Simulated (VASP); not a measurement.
# As (R-3m) in VASP: further runs

Runs on As. Level: LDA. Tasks: single point.

Everything below comes from runs of VASP 6.6.1. Logs are shortened: lines on timing, memory, paths and dates and some standing lists are left out, and cuts for length are marked.

## Step 1: The cell of the first run

It takes space group R-3m (No. 166, trigonal). The conventional cell has a = 3.760 Å, b = 3.760 Å, c = 9.983 Å, α = 90.00°, β = 90.00°, γ = 120.00°. As (site symmetry 3m) has 6 As at 2.52 to 2.99 Å within 3.3 Å.

## Step 2: Single point, LDA

INCAR

```
  ALGO = Normal
  EDIFF = 1E-6
  ENCUT = 500
  GGA = CA
  GGA_COMPAT = F
  ISIF = 2
  ISMEAR = 1
  LASPH = T
  LCHARG = F
  LREAL = F
  LWAVE = F
  NBANDS = 12
  NELM = 120
  PREC = Accurate
  SIGMA = 0.01
```

KPOINTS

```
k-points
0
Gamma
  10 10 10
```

POSCAR

```
As
1.0
    1.8799878575      1.0854114956      3.3276505507
   -1.8799878575      1.0854114956      3.3276505507
    0.0000000000     -2.1708229912      3.3276505507
As
2
Direct
    0.7695128170      0.7695128170      0.7695128170
    0.2304871830      0.2304871830      0.2304871830
```

Potentials or basis: VASP PAW LDA potentials, release 64 (As).

The run is started by

```
cat potpaw_LDA.64/As/POTCAR > POTCAR
mpirun -np 1 vasp_std > vasp.out
```

OUTCAR:

```text
EDIFF = 1E-6
   ENCUT = 500
   GGA = CA
   ISIF = 2
   ISMEAR = 1
   LASPH = T
   LREAL = F
   NELM = 120
   PREC = Accurate

 ion  position               nearest neighbor table
   1  0.770  0.770  0.770-   2 2.52   2 2.52   2 2.52
   2  0.230  0.230  0.230-   1 2.52   1 2.52   1 2.52

  LATTYP: Found a trigonal (rhomboedric) cell.
 ALAT       =     3.9731260547
 COS(alpha) =     0.5522089635

  Lattice vectors:

 A1 = (   1.8799878575,   1.0854114956,   3.3276505507)
 A2 = (  -1.8799878575,   1.0854114956,   3.3276505507)
 A3 = (   0.0000000000,  -2.1708229912,   3.3276505507)

Analysis of symmetry for initial positions (statically):
=====================================================================
 Subroutine PRICEL returns:
 Original cell was already a primitive cell.

 Routine SETGRP: Setting up the symmetry group for a
 trigonal (rhombohedral) supercell.

 Subroutine GETGRP returns: Found 12 space group operations
 (whereof 12 operations were pure point group operations)
 out of a pool of 12 trial point group operations.

The static configuration has the point symmetry D_3d.

Analysis of symmetry for dynamics (positions and initial velocities):
=====================================================================
 Subroutine PRICEL returns:
 Original cell was already a primitive cell.

 Routine SETGRP: Setting up the symmetry group for a
 trigonal (rhombohedral) supercell.

 Subroutine GETGRP returns: Found 12 space group operations
 (whereof 12 operations were pure point group operations)
 out of a pool of 12 trial point group operations.

The dynamic configuration has the point symmetry D_3d.

 Subroutine INISYM returns: Found 12 space group operations
 (whereof 12 operations are pure point group operations),
 and found     1 'primitive' translations

----------------------------------------------------------------------------------------

                                     Primitive cell

  volume of cell :      40.7416

  direct lattice vectors                    reciprocal lattice vectors
     1.879987857  1.085411496  3.327650551     0.265959165  0.153551595  0.100170775
    -1.879987857  1.085411496  3.327650551    -0.265959165  0.153551595  0.100170775
     0.000000000 -2.170822991  3.327650551     0.000000000 -0.307103191  0.100170775

  length of vectors
     3.973126055  3.973126055  3.973126055     0.323027172  0.323027172  0.323027172

  position of ions in fractional coordinates (direct lattice)
     0.769512817  0.769512817  0.769512817
     0.230487183  0.230487183  0.230487183

  ion indices of the primitive-cell ions
   primitive index   ion index
                 1           1
                 2           2

----------------------------------------------------------------------------------------

 KPOINTS: k-points

Automatic generation of k-mesh.
 Grid dimensions read from file:
 generate k-points for:   10   10   10

 Generating k-lattice:

  Cartesian coordinates                     Fractional coordinates (reciprocal lattice)
     0.026595916  0.015355160  0.010017077     0.100000000 -0.000000000  0.000000000
    -0.026595916  0.015355160  0.010017077    -0.000000000  0.100000000  0.000000000
     0.000000000 -0.030710319  0.010017077     0.000000000  0.000000000  0.100000000

  Length of vectors
     0.032302717  0.032302717  0.032302717

  Shift w.r.t. Gamma in fractional coordinates (k-lattice)
     0.000000000  0.000000000  0.000000000

 Subroutine IBZKPT returns following result:
 ===========================================

 Found    116 irreducible k-points:

 Following reciprocal coordinates:
            Coordinates               Weight
  0.000000  0.000000  0.000000      1.000000
  0.100000 -0.000000  0.000000      6.000000
  0.200000 -0.000000  0.000000      6.000000
  0.300000  0.000000  0.000000      6.000000
  0.400000  0.000000  0.000000      6.000000
  0.500000 -0.000000  0.000000      3.000000
[... 16 lines left out ...]
  0.300000  0.300000 -0.000000      6.000000
  0.400000  0.300000  0.000000     12.000000
 [... further k-points ...]
   k-points           NKPTS =    116   k-points in BZ     NKDIM =    116   number of bands    NBANDS=     12
   number of dos      NEDOS =    301   number of ions     NIONS =      2
   total plane-waves  NPLWV =  27000
   dimension x,y,z NGX =    30 NGY =   30 NGZ =   30
   dimension x,y,z NGXF=    60 NGYF=   60 NGZF=   60
   ions per type =               2
   NGX,Y,Z   is equivalent  to a cutoff of  12.55, 12.55, 12.55 a.u.
   NGXF,Y,Z  is equivalent  to a cutoff of  25.11, 25.11, 25.11 a.u.
 SYSTEM =  unknown system
   PREC   = accura    normal or accurate (medium, high low for compatibility)
   ISTART =      0    job   : 0-new  1-cont  2-samecut
   ICHARG =      2    charge: 1-file 2-atom 10-const
   ISPIN  =      1    spin polarized calculation?
   LNONCOLLINEAR =      F non collinear calculations
   LSORBIT =      F    spin-orbit coupling
   LASPH  =      T    aspherical Exc in radial PAW
   ENCUT  =  500.0 eV  36.75 Ry    6.06 a.u.   7.24  7.24  7.24*2*pi/ulx,y,z
   NELM   =    120;   NELMIN=  2; NELMDL= -5     # of ELM steps
   EDIFF  = 0.1E-05   stopping-criterion for ELM
   LREAL  =      F    real-space projection
   EDIFFG = 0.1E-04   stopping-criterion for IOM
   NSW    =      0    number of steps for IOM
   IBRION =     -1    ionic relax: 0-MD 1-quasi-New 2-CG
   NFREE  =      0    steps in history (QN), initial steepest desc. (CG)
   ISIF   =      2    stress and relaxation
   ISYM   =      2    0-nonsym 1-usesym 2-fastsym
   POTIM  = 0.5000    time-step for ionic-motion
   TEBEG  =    0.0;   TEEND  =   0.0 temperature during run
   PSTRESS=    0.0 pullay stress
   NELECT =      10.0000    total number of electrons
   NUPDOWN=      -1.0000    fix difference up-down
   EMIN   =  10.00;   EMAX   =-10.00  energy-range for DOS
   EFERMI =   0.00;   METHOD = LEGACY
   ISMEAR =     1;   SIGMA  =   0.01  broadening in eV -4-tet -1-fermi 0-gaus
   EFERMI_NEDOS =   21; number of points for ismear=-14 and -15
   IALGO  =     38    algorithm
   IMIX   =      4    mixing-type and parameters
     AMIX     =   0.40;   BMIX     =  1.00
     AMIX_MAG =   1.60;   BMIX_MAG =  1.00
  volume/ion in A,a.u.               =      20.37       137.47
  Fermi-wavevector in a.u.,A,eV,Ry     =   1.025011  1.936991 14.294939  1.050648
  Thomas-Fermi vector in A             =   2.158829
   LORBIT       =      0    0 simple, 1 ext, 2 COOP (PROOUT), +10 PAW based schemes
   GGA     = CA    functional components
   LHFCALC =     F    Hartree Fock is set to
   AEXX    =    0.0000 exact exchange contribution
   IVDW    =     0    specifies the selected vdW correction
   LEPSILON=     F    determine dielectric tensor
   LRPA    =     F    only Hartree local field effects (RPA)
 non-spin polarized calculation
 Methfessel and Paxton  Order N= 1 SIGMA  =   0.01
  energy-cutoff  :      500.00
  volume of cell :       40.74
 maximum number of plane-waves:      1060
 NGX is ok and might be reduce to    30
   NGX = 15   NGY = 15   NGZ = 15

 number of electron      10.0000001 magnetization

 Free energy of the ion-electron system (eV)
  ---------------------------------------------------
  ext. energy  EPLUGINS =         0.00000000
  ---------------------------------------------------
  free energy    TOTEN  =       -10.78885258 eV

  energy without entropy =      -10.78884323  energy(sigma->0) =      -10.78884947

 E-fermi :   5.9632     XC(G=0): -10.4164

 val. band max:        5.9515154964   @ k =   0.4000   0.1000   0.1000
 cond. band min:       5.9636551257   @ k =   0.4000   0.3000   0.3000
 fundamental gap:      0.0121396293
 Fermi energy:         5.9632410691

 k-point     1 :       0.0000    0.0000    0.0000
  band No.  band energies     occupation
      1      -9.3310      2.00000
      2       0.5276      2.00000
      3       3.6151      2.00000
      4       3.8880      2.00000
      5       3.8880      2.00000
      6       8.1506      0.00000
      7       9.1830      0.00000
      8       9.1830      0.00000
      9      12.4799      0.00000
     10      12.4799      0.00000
     11      12.9138      0.00000
     12      14.6060      0.00000

 k-point     2 :       0.1000   -0.0000    0.0000
  band No.  band energies     occupation
      1      -9.1929      2.00000
      2      -0.0710      2.00000
      3       3.6286      2.00000
      4       3.8236      2.00000
      5       4.0611      2.00000
      6       8.2242      0.00000
      7       8.8790      0.00000
      8       8.9464      0.00000
      9      11.8511      0.00000
     10      12.4267      0.00000
     11      12.4694      0.00000
     12      15.5204      0.00000

 k-point     3 :       0.2000   -0.0000    0.0000
  band No.  band energies     occupation
      1      -8.7815      2.00000
      2      -1.4013      2.00000
      3       3.5407      2.00000
      4       3.6760      2.00000
      5       4.4752      2.00000
      6       7.8362      0.00000
      7       8.2253      0.00000
      8       8.2956      0.00000
      9      11.7479      0.00000
     10      12.4835      0.00000
     11      12.9912      0.00000
     12      17.4276      0.00000
[... 286 lines left out ...]
 k-point    23 :       0.3000    0.3000   -0.0000
  band No.  band energies     occupation
      1      -7.8457      2.00000
      2      -2.3089      2.00000
      3       1.2893      2.00000
      4       2.2192      2.00000
      5       2.8723      2.00000
      6       8.0589      0.00000
      7       9.8884      0.00000
      8      10.8475      0.00000
      9      11.8959      0.00000
     10      15.3133      0.00000
     11      15.7909      0.00000
     12      17.2545      0.00000

 k-point    24 :       0.4000    0.3000    0.0000
  band No.  band energies     occupation
      1      -7.2804      2.00000
      2      -2.9973      2.00000
      3       0.6676      2.00000
      4       1.9491      2.00000
      5       2.4587      2.00000
      6       8.3047      0.00000
      7      10.6843      0.00000
      8      11.0098      0.00000
      9      11.6031      0.00000
     10      16.7385      0.00000
     11      17.0926      0.00000
     12      17.9335      0.00000

 [... further k-points ...]

------------------------ aborting loop because EDIFF is reached ----------------------------------------

  FORCE on cell =-STRESS in cart. coord.  units (eV):
  Direction    XX          YY          ZZ          XY          YZ          ZX
  --------------------------------------------------------------------------------------
  -------------------------------------------------------------------------------------
  Total        0.1360226      0.1360226      0.0725560      0.0000000      0.0000000     -0.0000000
  in kB        5.3491322      5.3491322      2.8532865      0.0000000      0.0000000     -0.0000000
  external PRESSURE =       4.5171836 kB  Pullay stress =       0.0000000 kB

 VOLUME and BASIS-vectors are now :
 -----------------------------------------------------------------------------
  energy-cutoff  :      500.00
  volume of cell :       40.74
      direct lattice vectors                 reciprocal lattice vectors
     1.879987857  1.085411496  3.327650551     0.265959165  0.153551595  0.100170775
    -1.879987857  1.085411496  3.327650551    -0.265959165  0.153551595  0.100170775
     0.000000000 -2.170822991  3.327650551     0.000000000 -0.307103191  0.100170775

 POSITION                                       TOTAL-FORCE (eV/Angst)
 -----------------------------------------------------------------------------------
      0.00000      0.00000      7.68201         0.000000     -0.000000     -0.061326
      0.00000      0.00000      2.30094         0.000000      0.000000      0.061326
 -----------------------------------------------------------------------------------
    total drift:                               -0.000000      0.000000      0.000000

  FREE ENERGIE OF THE ION-ELECTRON SYSTEM (eV)
  ---------------------------------------------------
  free  energy   TOTEN  =       -10.7888525829 eV

  energy  without entropy=      -10.7888432331  energy(sigma->0) =      -10.78884947
```

It took 21 s on 1 thread of AMD EPYC 9R45 (Zen 5), shared host; peak memory 0.15 GiB.

Results:

* Free energy: -10.7889 eV
* Pressure: 0.5 GPa
* Largest force: 0.061 eV/Å
* Band gap on the k mesh: zero (band 5 reaches 5.96 eV, above the bottom of band 6 at 5.74 eV)

Forces in eV/Å, atoms in the order of the input:
```
As   0.000  0.000 -0.061
As   0.000  0.000  0.061
```

## Step 3: Single point, LDA

INCAR

```
  PREC = Accurate
  ENCUT = 500
  EDIFF = 1E-6
  ISMEAR = 1
  SIGMA = 0.03
  LREAL = F
  LASPH = T
  NELM = 120
  ALGO = Normal
  ISIF = 2
  LWAVE = F
  LCHARG = F
  GGA = CA
  NBANDS = 12
  GGA_COMPAT = F
```

KPOINTS

```
regular mesh
0
Gamma
  10 10 10
```

POSCAR is that of step 2.

Potentials or basis: VASP PAW LDA potentials, release 64 (As).

The run is started by

```
cat potpaw_LDA.64/As/POTCAR > POTCAR
mpirun -np 1 vasp_std > vasp.out
```

Wall time 21 s (1 thread of AMD EPYC 9R45 (Zen 5), shared host); peak memory 0.14 GiB.

It converged, with:

```yaml
Free_energy: -10.7889 eV
Pressure: 0.5 GPa
Largest_force: 0.060 eV/Å
Band_gap_on_the_k_mesh: zero (band 5 reaches 5.96 eV, above the bottom of band 6 at 5.74 eV)
```

Forces on the atoms (eV/Å):
```
As   0.000  0.000 -0.060
As   0.000  0.000  0.060
```

Stress tensor (GPa, compression positive):
```
0.56 0.00 0.00
0.00 0.56 0.00
0.00 0.00 0.27
```

Levels at points of the mesh, in eV from the Fermi level:
| k point | band 3 | band 4 | band 5 | band 6 | band 7 | band 8 |
| --- | --- | --- | --- | --- | --- | --- |
| (0.00, 0.00, 0.00) | -2.35 | -2.08 | -2.08 | 2.18 | 3.22 | 3.22 |
| (0.50, 0.00, 0.00) | -2.56 | -2.35 | -0.29 | -0.23 | 0.30 | 0.90 |
| (0.50, 0.50, 0.00) | -6.43 | -4.41 | -4.36 | 1.56 | 5.87 | 6.85 |
| (0.50, 0.50, 0.50) | -1.71 | -1.71 | -0.64 | 0.36 | 0.36 | 1.64 |

## Step 4: Single point, LDA

INCAR

```
PREC     = Accurate       # precision mode
ENCUT    = 500            # plane-wave cutoff, eV
EDIFF    = 1E-6           # SCF threshold, eV
ISMEAR   = 1              # smearing method
SIGMA    = 0.1            # smearing width, eV
LREAL    = F              # projectors in reciprocal space
LASPH    = T              # aspherical terms in the spheres
NELM     = 120            # most SCF steps
ALGO     = Normal         # electronic algorithm
ISIF     = 2              # what is computed and relaxed
LWAVE    = F              # write WAVECAR
LCHARG   = F              # write CHGCAR
NBANDS   = 12             # bands
GGA_COMPAT= F
```

KPOINTS

```
Automatic mesh
0
Gamma
  10 10 10
```

POSCAR is that of step 3.

The run is started by

```
cat potpaw_LDA.64/As/POTCAR > POTCAR
mpirun -np 1 vasp_std > vasp.out
```

Run time: 21 s. Hardware: 1 thread of AMD EPYC 9R45 (Zen 5), shared host; peak memory 0.14 GiB.

The run converged. Its results:

```
Free energy            : -10.7890 eV
Pressure               : 0.5 GPa
Largest force          : 0.058 eV/Å
Band gap on the k mesh : zero (band 5 reaches 5.96 eV, above the bottom of band 6 at 5.74 eV)
```

Forces in eV/Å, atoms in the order of the input:
```
As   0.000  0.000 -0.058
As   0.000  0.000  0.058
```

Stress tensor (GPa, compression positive):
```
0.57 0.00 0.00
0.00 0.57 0.00
0.00 0.00 0.24
```

Levels at points of the mesh, in eV from the Fermi level:
```tsv
k point	band 3	band 4	band 5	band 6	band 7	band 8
(0.00, 0.00, 0.00)	-2.38	-2.10	-2.10	2.16	3.19	3.19
(0.50, 0.00, 0.00)	-2.59	-2.37	-0.31	-0.26	0.27	0.87
(0.50, 0.50, 0.00)	-6.45	-4.43	-4.38	1.54	5.85	6.82
(0.50, 0.50, 0.50)	-1.73	-1.73	-0.66	0.33	0.33	1.61
```

(Part 1 of 2 ends here.)
